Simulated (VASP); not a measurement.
Write the native input for VASP 6.6.1 that does the following.

```
Task                   : single point
Functional             : PBE
Potentials or basis    : VASP PAW PBE potentials, release 64 (Al, Cl)
Cutoff                 : 520 eV
k mesh                 : 5 × 4 × 1
Occupations            : gaussian, width 0.1 eV
Spin                   : no spin polarisation
Dipole correction      : yes
Further INCAR settings : LREAL = Auto; ALGO = Normal; EDIFF = 1e-07; NBANDS = 42
```

The structure of Al16Cl lies in POSCAR:

```
Al16Cl
1.0
    5.7135165838      0.0000000000      0.0000000000
    0.0000000000      8.0801326417      0.0000000000
    0.0000000000      0.0000000000     19.7432787023
Al Cl
16 1
Direct
    0.2500000000      0.2500000000      0.2026005944
    0.2500000000      0.7500000000      0.2026005944
    0.7500000000      0.2500000000      0.2026005944
    0.7500000000      0.7500000000      0.2026005944
    0.0000000000      0.0000000000      0.2749482104
    0.0000000000      0.5000000000      0.2749482104
    0.5000000000      0.0000000000      0.2749482104
    0.5000000000      0.5000000000      0.2749482104
    0.2500000000      0.2500000000      0.3495466405
    0.2500000000      0.7500000000      0.3495466405
    0.7500000000      0.2500000000      0.3495466405
    0.7500000000      0.7500000000      0.3495466405
    0.0000000000      0.0000000000      0.4175232912
    0.0000000000      0.5000000000      0.4175232912
    0.5000000000      0.0000000000      0.4175232912
    0.5000000000      0.5000000000      0.4175232912
    0.0000000000      0.0000000000      0.5274740271
```

These files were run (other wordings do the same):

INCAR

```
PREC = Accurate
ENCUT = 520
EDIFF = 1E-7
ISMEAR = 0
SIGMA = 0.1
LREAL = Auto
LASPH = T
NELM = 80
ALGO = Normal
ISIF = 2
LWAVE = F
LCHARG = T
LDIPOL = T
IDIPOL = 3
DIPOL = 0.5 0.5 0.324
GGA = PE
LELF = T
LVHAR = T
LVACPOTAV = T
NBANDS = 42
```

KPOINTS

```
regular mesh
0
Gamma
  5 4 1
```

Potentials or basis: VASP PAW PBE potentials, release 64 (Al, Cl).

Command:

```bash
$ cat potpaw_PBE.64/Al/POTCAR potpaw_PBE.64/Cl/POTCAR > POTCAR
$ mpirun -np 1 vasp_std > vasp.out
```

It gave:

```yaml
Largest_force: 0.363 eV/Å
Band_gap_on_the_k_mesh: zero (an odd number of electrons rules out a gap without spin polarisation)
```

It took 17 min on 1 thread of Intel Xeon 8259CL (shared host), peak memory 0.83 GiB.
